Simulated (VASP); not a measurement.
Here is a VASP 6.6.1 calculation.

The input INCAR:

```
PREC = Accurate
ENCUT = 520
EDIFF = 1E-7
ISMEAR = -1
SIGMA = 0.08
LREAL = False
LASPH = True
NELM = 150
ALGO = Normal
ISIF = 2
LWAVE = False
LCHARG = False
MAGMOM = 0 0 0 0 0 0
LORBIT = 11
LSORBIT = True
GGA_COMPAT = False
LORBMOM = True
GGA = PE
NBANDS = 30
```

The input KPOINTS:

```
regular mesh
0
Gamma
  12 12 12
```

POSCAR

```
GaP
1.0
    0.0000000000      2.7252500000      2.7252500000
    2.7252500000      0.0000000000      2.7252500000
    2.7252500000      2.7252500000      0.0000000000
Ga P
1 1
Direct
    0.0000000000      0.0000000000      0.0000000000
    0.7500000000      0.7500000000      0.7500000000
```

Potentials or basis: VASP PAW PBE potentials, release 64 (Ga_d, P).

Launch:

```console
$ cat potpaw_PBE.64/Ga_d/POTCAR potpaw_PBE.64/P/POTCAR > POTCAR
$ mpirun -np 1 vasp_ncl > vasp.out
```

Q: What does it give for the pressure?

A: 2.5 GPa.

Q: Estimate the net moment.

A: 0.00 μB per cell.

Moments on the atoms (μB; x, y, z):
```
Ga  0.00 0.00 0.00
P   0.00 0.00 0.00
```
